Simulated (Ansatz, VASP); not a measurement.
# Al3Cu: VASP beside Ansatz

Contents of INCAR:

```
SYSTEM = Al3Cu
  PREC = Accurate
  ENCUT = 600
  EDIFF = 1E-6
  ISMEAR = 0
  SIGMA = 0.1
  LREAL = .False.
  LASPH = .True.
  NELM = 60
  ALGO = Fast
  ISIF = 3
  LWAVE = .False.
  LCHARG = .False.
  GGA = PS
  IBRION = 2
  NSW = 70
  EDIFFG = -0.005
```

File KPOINTS:

```
regular mesh
0
Gamma
  16 16 6
  0 0 0
```

File POSCAR:

```
Al3Cu
1.0
    2.8029787992      0.0000000000      0.0000000000
    0.0000000000      2.8029787992      0.0000000000
    0.0000000000      0.0000000000      7.6757986744
Al Cu
3 1
Direct
    0.0000000000      0.0000000000      0.5000000000
    0.5000000000      0.5000000000      0.2227835996
    0.5000000000      0.5000000000      0.7772164004
    0.0000000000      0.0000000000      0.0000000000
```

Input for Ansatz:

```yaml
crystal:
  lattice:
    - [2.8029787992, 0.0, 0.0]
    - [0.0, 2.8029787992, 0.0]
    - [0.0, 0.0, 7.6757986744]
  atoms:
    - { symbol: Al, position: [0.0, 0.0, 0.5] }
    - { symbol: Al, position: [0.5, 0.5, 0.2227835996] }
    - { symbol: Al, position: [0.5, 0.5, 0.7772164004] }
    - { symbol: Cu, position: [0.0, 0.0, 0.0] }
basis:
  ecutwfc: 420
kpoints:
  mp_grid: { grid: [16, 16, 6] }
hamiltonian:
  xc: pbesol
scf:
  occupations: { method: gaussian, width: 0.1 }
output:
  forces: true
  stress: true
  eigenvalues: true
relax:
  adjacent_minimum: "off"
  f_tol: 0.005
  max_steps: 50
  cell: { stress_tol: 0.05 }
```

Alike in both runs: task relaxation of cell and atoms; functional PBEsol; k mesh 16 × 16 × 6; occupations gaussian, width 0.1 eV; no spin polarisation.

|  | VASP | Ansatz |
| --- | --- | --- |
| version | VASP 6.6.1 | Ansatz 0.2.0 |
| potentials or method | VASP PAW PBE potentials, release 64 (Al, Cu), cutoff 600 eV | scalar-relativistic, plane waves, PAW |
| valence electrons in the cell | 20 | 28 |

|  | VASP | Ansatz | Ansatz less VASP |
| --- | --- | --- | --- |
| gap on the k mesh at the Fermi level, each at its own relaxed structure (eV) | none | none | - |
| relaxed volume (Å³/atom) | 14.72 | 14.69 | -0.034 |
| relaxed length of the cell vector where the two differ most in proportion (Å) | 2.782 | 2.779 | -0.0025 |

VASP's potentials were made for PBE, not for PBEsol. A gap of «none» marks a metal or a gap that the smearing closes. VASP's potentials hold 20 valence electrons a cell and Ansatz's 28, so a difference there can come from the potentials and not from the codes.
